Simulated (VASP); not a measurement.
# BaTe (I4/mmm) in VASP: single point with HSE06

Aim: the single point of BaTe with HSE06.

All numbers are computed with VASP 6.6.1; they aren't measurements. Logs are shortened: lines on timing, memory, paths and dates and some standing lists are left out, and cuts for length are marked.

### Step 1. The cell of the first run

The structure is tetragonal, space group I4/mmm (No. 139). Conventional cell: a = 5.208 Å, b = 5.208 Å, c = 6.985 Å, α = 90.00°, β = 90.00°, γ = 90.00°. Within 4.6 Å of Ba (site symmetry 4/mmm) lie 6 Te at 3.49 to 3.68 Å. Within 4.6 Å of Te (site symmetry 4/mmm) lie 6 Ba at 3.49 to 3.68 Å.

### Step 2. Single point, HSE06 (epitaxial xy strain +4.2%)

File POSCAR:

```
BaTe
1.0
    0.0000000000      3.6825132750      3.4927136154
    3.6825132750      0.0000000000      3.4927136154
    3.6825132750      3.6825132750      0.0000000000
Ba Te
1 1
Direct
    0.0000000000      0.0000000000      0.0000000000
    0.5000000000      0.5000000000      0.5000000000
```

File INCAR.step1:

```
  PREC = Accurate
  ENCUT = 520
  EDIFF = 1E-5
  ISMEAR = 0
  SIGMA = 0.01
  LREAL = F
  LASPH = T
  NELM = 100
  ALGO = Normal
  ISIF = 2
  LWAVE = T
  GGA = PE
  NBANDS = 15
```

File INCAR.step2:

```
  PREC = Accurate
  ENCUT = 520
  EDIFF = 1E-7
  ISMEAR = 0
  SIGMA = 0.01
  LREAL = F
  LASPH = T
  NELM = 100
  ALGO = Normal
  ISIF = 2
  LWAVE = F
  LCHARG = T
  GGA = PE
  LHFCALC = T
  HFSCREEN = 0.2079
  PRECFOCK = Normal
  LELF = T
  LVHAR = T
  ISTART = 1
  NBANDS = 15
```

File KPOINTS:

```
Automatic mesh
0
Gamma
  4 4 4
```

Potentials or basis: VASP PAW PBE potentials, release 64 (Ba_sv, Te).

Launch:

```
$ cat potpaw_PBE.64/Ba_sv/POTCAR potpaw_PBE.64/Te/POTCAR > POTCAR
$ cp INCAR.step1 INCAR
$ mpirun -np 1 vasp_std > vasp.out
$ cp INCAR.step2 INCAR
$ mpirun -np 1 vasp_std > vasp.out
```

OUTCAR:

```text
PREC = Accurate
   ENCUT = 520
   EDIFF = 1E-7
   ISMEAR = 0
   LREAL = F
   LASPH = T
   NELM = 100
   ISIF = 2
   GGA = PE
   LHFCALC = T
   HFSCREEN = 0.2079
   PRECFOCK = Normal
   ISTART = 1

 ion  position               nearest neighbor table
   1  0.000  0.000  0.000-   2 3.49   2 3.49   2 3.68   2 3.68   2 3.68   2 3.68
   2  0.500  0.500  0.500-   1 3.49   1 3.49   1 3.68   1 3.68   1 3.68   1 3.68

  LATTYP: Found a body centered tetragonal cell.
 ALAT       =     5.2078602171
 C/A-ratio  =     1.3413238719

  Lattice vectors:

 A1 = (   0.0000000000,  -3.6825132750,  -3.4927136154)
 A2 = (   0.0000000000,   3.6825132750,  -3.4927136154)
 A3 = (   3.6825132750,   0.0000000000,   3.4927136154)

Analysis of symmetry for initial positions (statically):
=====================================================================
 Subroutine PRICEL returns:
 Original cell was already a primitive cell.

 Routine SETGRP: Setting up the symmetry group for a
 body centered tetragonal supercell.

 Subroutine GETGRP returns: Found 16 space group operations
 (whereof 16 operations were pure point group operations)
 out of a pool of 16 trial point group operations.

The static configuration has the point symmetry D_4h.

Analysis of symmetry for dynamics (positions and initial velocities):
=====================================================================
 Subroutine PRICEL returns:
 Original cell was already a primitive cell.

 Routine SETGRP: Setting up the symmetry group for a
 body centered tetragonal supercell.

 Subroutine GETGRP returns: Found 16 space group operations
 (whereof 16 operations were pure point group operations)
 out of a pool of 16 trial point group operations.

The dynamic configuration has the point symmetry D_4h.

 Subroutine INISYM returns: Found 16 space group operations
 (whereof 16 operations are pure point group operations),
 and found     1 'primitive' translations

----------------------------------------------------------------------------------------

                                     Primitive cell

  volume of cell :      94.7287

  direct lattice vectors                    reciprocal lattice vectors
     0.000000000  3.682513275  3.492713615    -0.135776836  0.135776836  0.143155167
     3.682513275  0.000000000  3.492713615     0.135776836 -0.135776836  0.143155167
     3.682513275  3.682513275  0.000000000     0.135776836  0.135776836 -0.143155167

  length of vectors
     5.075426329  5.075426329  5.207860217     0.239508037  0.239508037  0.239508037

  position of ions in fractional coordinates (direct lattice)
     0.000000000  0.000000000  0.000000000
     0.500000000  0.500000000  0.500000000

  ion indices of the primitive-cell ions
   primitive index   ion index
                 1           1
                 2           2

----------------------------------------------------------------------------------------

 KPOINTS: Automatic mesh

Automatic generation of k-mesh.
 Grid dimensions read from file:
 generate k-points for:    4    4    4

 Generating k-lattice:

  Cartesian coordinates                     Fractional coordinates (reciprocal lattice)
    -0.033944209  0.033944209  0.035788792     0.250000000  0.000000000  0.000000000
     0.033944209 -0.033944209  0.035788792     0.000000000  0.250000000  0.000000000
     0.033944209  0.033944209 -0.035788792     0.000000000  0.000000000  0.250000000

  Length of vectors
     0.059877009  0.059877009  0.059877009

  Shift w.r.t. Gamma in fractional coordinates (k-lattice)
     0.000000000  0.000000000  0.000000000

 Subroutine IBZKPT returns following result:
 ===========================================

 Found     13 irreducible k-points:

 Following reciprocal coordinates:
            Coordinates               Weight
  0.000000  0.000000  0.000000      1.000000
  0.250000  0.000000  0.000000      8.000000
  0.500000  0.000000  0.000000      4.000000
  0.250000  0.250000  0.000000      2.000000
  0.500000  0.250000  0.000000      8.000000
 -0.250000  0.250000  0.000000      4.000000
  0.500000  0.500000  0.000000      1.000000
  0.250000  0.000000  0.250000      4.000000
  0.500000  0.000000  0.250000     16.000000
 -0.250000  0.000000  0.250000      8.000000
 -0.250000  0.500000  0.250000      4.000000
  0.500000  0.000000  0.500000      2.000000
 -0.250000  0.250000  0.500000      2.000000
   k-points           NKPTS =     13   k-points in BZ     NKDIM =     64   number of bands    NBANDS=     15
   number of dos      NEDOS =    301   number of ions     NIONS =      2
   total plane-waves  NPLWV =  64000
   dimension x,y,z NGX =    40 NGY =   40 NGZ =   40
   dimension x,y,z NGXF=    80 NGYF=   80 NGZF=   80
   ions per type =               1   1
   NGX,Y,Z   is equivalent  to a cutoff of  13.10, 13.10, 12.77 a.u.
   NGXF,Y,Z  is equivalent  to a cutoff of  26.20, 26.20, 25.54 a.u.
 SYSTEM =  unknown system
   PREC   = accura    normal or accurate (medium, high low for compatibility)
   ISTART =      1    job   : 0-new  1-cont  2-samecut
   ICHARG =      0    charge: 1-file 2-atom 10-const
   ISPIN  =      1    spin polarized calculation?
   LNONCOLLINEAR =      F non collinear calculations
   LSORBIT =      F    spin-orbit coupling
   LASPH  =      T    aspherical Exc in radial PAW
   ENCUT  =  520.0 eV  38.22 Ry    6.18 a.u.   9.44  9.44  9.68*2*pi/ulx,y,z
   NELM   =    100;   NELMIN=  2; NELMDL=  0     # of ELM steps
   EDIFF  = 0.1E-06   stopping-criterion for ELM
   LREAL  =      F    real-space projection
   EDIFFG = 0.1E-05   stopping-criterion for IOM
   NSW    =      0    number of steps for IOM
   IBRION =     -1    ionic relax: 0-MD 1-quasi-New 2-CG
   NFREE  =      0    steps in history (QN), initial steepest desc. (CG)
   ISIF   =      2    stress and relaxation
   ISYM   =      3    0-nonsym 1-usesym 2-fastsym
   POTIM  = 0.5000    time-step for ionic-motion
   TEBEG  =    0.0;   TEEND  =   0.0 temperature during run
   PSTRESS=    0.0 pullay stress
   NELECT =      16.0000    total number of electrons
   NUPDOWN=      -1.0000    fix difference up-down
   EMIN   =  10.00;   EMAX   =-10.00  energy-range for DOS
   EFERMI =   0.00;   METHOD = LEGACY
   ISMEAR =     0;   SIGMA  =   0.01  broadening in eV -4-tet -1-fermi 0-gaus
   EFERMI_NEDOS =   21; number of points for ismear=-14 and -15
   IALGO  =     38    algorithm
   IMIX   =      1    mixing-type and parameters
     AMIX     =   0.40;   BMIX     =  1.00
     AMIX_MAG =   1.60;   BMIX_MAG =  1.00
  volume/ion in A,a.u.               =      47.36       319.63
  Fermi-wavevector in a.u.,A,eV,Ry     =   0.904942  1.710093 11.142094  0.818921
  Thomas-Fermi vector in A             =   2.028450
   LORBIT       =      0    0 simple, 1 ext, 2 COOP (PROOUT), +10 PAW based schemes
   GGA     = PE    functional components
   LHFCALC =     T    Hartree Fock is set to
   PRECFOCK=normal    Normal, Fast or Accurate (Low or Medium for compatibility)
   ENCUT4O =  -1.0   cutoff for four orbital integrals eV
   NKREDX  =     1    reduce k-point grid by
   NKREDY  =     1    reduce k-point grid by
   NKREDZ  =     1    reduce k-point grid by
   AEXX    =    0.2500 exact exchange contribution
   HFSCREEN=    0.2079 screening length (either q_TF or 0.3 A-1)
   HFSCREENC=   0.2079 screening length for correlation (either q_TF or 0.3 A-1)
   ENCUTFOCK=  -1.0 apply spherical cutoff to Coloumb kernel
   IVDW    =     0    specifies the selected vdW correction
   LEPSILON=     F    determine dielectric tensor
   LRPA    =     F    only Hartree local field effects (RPA)
 non-spin polarized calculation
 Gauss-broadening in eV      SIGMA  =   0.01
  energy-cutoff  :      520.00
  volume of cell :       94.73
 maximum number of plane-waves:      2577
 NGX is ok and might be reduce to    40
  NGX = 30; NGY = 30; NGZ = 30

 number of electron      16.0000000 magnetization

 Free energy of the ion-electron system (eV)
  ---------------------------------------------------
  ext. energy  EPLUGINS =         0.00000000
  ---------------------------------------------------
  free energy    TOTEN  =        -9.73507344 eV

  energy without entropy =       -9.73507344  energy(sigma->0) =       -9.73507344

 E-fermi :   1.3435     XC(G=0):  -6.6021

 val. band max:        1.2332484872   @ k =   0.0000   0.0000   0.0000
 cond. band min:       3.6053348080   @ k =   0.5000   0.5000   0.0000
 fundamental gap:      2.3720863209
 Fermi energy:         1.3435361930

 k-point     1 :       0.0000    0.0000    0.0000
  band No.  band energies     occupation
      1     -28.0222      2.00000
      2     -12.0976      2.00000
      3     -12.0924      2.00000
      4     -12.0924      2.00000
      5      -8.9988      2.00000
      6       1.1527      2.00000
      7       1.1527      2.00000
      8       1.2332      2.00000
      9       4.3711      0.00000
     10       4.8869      0.00000
     11       4.8869      0.00000
     12       5.2030      0.00000
     13       5.4170      0.00000
     14       5.7152      0.00000
     15       8.9713      0.00000

 k-point     2 :       0.2500    0.0000    0.0000
  band No.  band energies     occupation
      1     -28.0178      2.00000
      2     -12.2597      2.00000
      3     -12.1005      2.00000
      4     -12.0938      2.00000
      5      -8.6899      2.00000
      6      -0.0988      2.00000
      7       0.6001      2.00000
      8       0.6035      2.00000
      9       5.0364      0.00000
     10       5.6225      0.00000
     11       5.7317      0.00000
     12       6.2521      0.00000
     13       6.7436      0.00000
     14       7.2334      0.00000
     15      10.0107      0.00000

 k-point     3 :       0.5000    0.0000    0.0000
  band No.  band energies     occupation
      1     -28.0135      2.00000
      2     -12.4041      2.00000
      3     -12.1086      2.00000
      4     -12.0923      2.00000
      5      -8.3869      2.00000
      6      -0.9535      2.00000
      7       0.1559      2.00000
      8       0.1980      2.00000
      9       5.9253      0.00000
     10       6.6540      0.00000
     11       6.8456      0.00000
     12       6.9468      0.00000
     13       8.5660      0.00000
     14       8.8690      0.00000
     15       8.9498      0.00000

 k-point     4 :       0.2500    0.2500    0.0000
  band No.  band energies     occupation
      1     -28.0156      2.00000
      2     -12.2507      2.00000
      3     -12.1281      2.00000
      4     -12.1281      2.00000
      5      -8.6529      2.00000
      6      -0.3484      2.00000
      7       0.7905      2.00000
      8       0.7905      2.00000
      9       4.2222      0.00000
     10       5.2366      0.00000
     11       5.8666      0.00000
     12       6.6400      0.00000
     13       6.6400      0.00000
     14       9.3444      0.00000
     15      10.5535      0.00000
[... 109 lines left out ...]
 k-point    11 :      -0.2500    0.5000    0.2500
  band No.  band energies     occupation
      1     -28.0102      2.00000
      2     -12.2109      2.00000
      3     -12.2048      2.00000
      4     -12.1849      2.00000
      5      -8.6672      2.00000
      6       0.0610      2.00000
      7       0.1720      2.00000
      8       0.3319      2.00000
      9       5.3841      0.00000
     10       5.3873      0.00000
     11       6.6803      0.00000
     12       7.0221      0.00000
     13       7.6961      0.00000
     14       9.3419      0.00000
     15       9.5595      0.00000

 k-point    12 :       0.5000    0.0000    0.5000
  band No.  band energies     occupation
      1     -28.0113      2.00000
      2     -12.2447      2.00000
      3     -12.1651      2.00000
      4     -12.1384      2.00000
      5      -8.7945      2.00000
      6      -0.0813      2.00000
      7       0.7878      2.00000
      8       0.8207      2.00000
      9       3.6177      0.00000
     10       6.0699      0.00000
     11       6.5336      0.00000
     12       7.3050      0.00000
     13       7.5263      0.00000
     14       7.7716      0.00000
     15       9.4937      0.00000

 k-point    13 :      -0.2500    0.2500    0.5000
  band No.  band energies     occupation
      1     -28.0113      2.00000
      2     -12.2341      2.00000
      3     -12.1909      2.00000
      4     -12.1909      2.00000
      5      -8.5637      2.00000
      6      -0.1531      2.00000
      7       0.1704      2.00000
      8       0.1704      2.00000
      9       5.7183      0.00000
     10       5.7183      0.00000
     11       6.4545      0.00000
     12       6.7271      0.00000
     13       7.5447      0.00000
     14      10.0411      0.00000
     15      10.0411      0.00000

------------------------ aborting loop because EDIFF is reached ----------------------------------------

  FORCE on cell =-STRESS in cart. coord.  units (eV):
  Direction    XX          YY          ZZ          XY          YZ          ZX
  --------------------------------------------------------------------------------------
  -------------------------------------------------------------------------------------
  Total       -1.4730422     -1.4730422     -0.0134661      0.0000000      0.0000000      0.0000000
  in kB      -24.9140395    -24.9140395     -0.2277562      0.0000000      0.0000000      0.0000000
  external PRESSURE =     -16.6852784 kB  Pullay stress =       0.0000000 kB

 VOLUME and BASIS-vectors are now :
 -----------------------------------------------------------------------------
  energy-cutoff  :      520.00
  volume of cell :       94.73
      direct lattice vectors                 reciprocal lattice vectors
     0.000000000  3.682513275  3.492713615    -0.135776836  0.135776836  0.143155167
     3.682513275  0.000000000  3.492713615     0.135776836 -0.135776836  0.143155167
     3.682513275  3.682513275  0.000000000     0.135776836  0.135776836 -0.143155167

 POSITION                                       TOTAL-FORCE (eV/Angst)
 -----------------------------------------------------------------------------------
      0.00000      0.00000      0.00000         0.000000      0.000000      0.000000
      3.68251      3.68251      3.49271         0.000000      0.000000      0.000000
 -----------------------------------------------------------------------------------
    total drift:                                0.000000     -0.000000      0.000006

  FREE ENERGIE OF THE ION-ELECTRON SYSTEM (eV)
  ---------------------------------------------------
  free  energy   TOTEN  =        -9.7350734395 eV

  energy  without entropy=       -9.7350734395  energy(sigma->0) =       -9.73507344
```

Run time: 17 min. Hardware: 1 thread of Intel Xeon Platinum 8124M at 3.00GHz (Skylake/Cascade Lake), shared host; peak memory 0.36 GiB.

Results:

- Free energy: -9.7351 eV
- Pressure: -1.7 GPa
- Band gap on the k mesh: 2.37 eV (least direct gap 2.80 eV)

Levels at points of the mesh, in eV from the valence-band top:
```csv
k point,band 4,band 5,band 6,band 7,band 8,band 9,band 10,band 11,band 12,band 13
"(0.00, 0.00, 0.00)",-13.33,-10.23,-0.08,-0.08,0.00,3.14,3.65,3.65,3.97,4.18
"(0.50, 0.00, 0.00)",-13.33,-9.62,-2.19,-1.08,-1.04,4.69,5.42,5.61,5.71,7.33
"(0.50, 0.50, 0.00)",-13.40,-10.01,-1.14,-0.55,-0.55,2.37,5.01,5.22,6.19,6.37
"(0.50, 0.00, 0.50)",-13.37,-10.03,-1.31,-0.45,-0.41,2.38,4.84,5.30,6.07,6.29
```

Caveat: the cell differs from its parent crystal (epitaxial xy strain +4.2%); the PAW data sets were made with another functional, which shifts forces and pressure a little; spin-orbit coupling is left out, which moves the levels of the heavy elements.
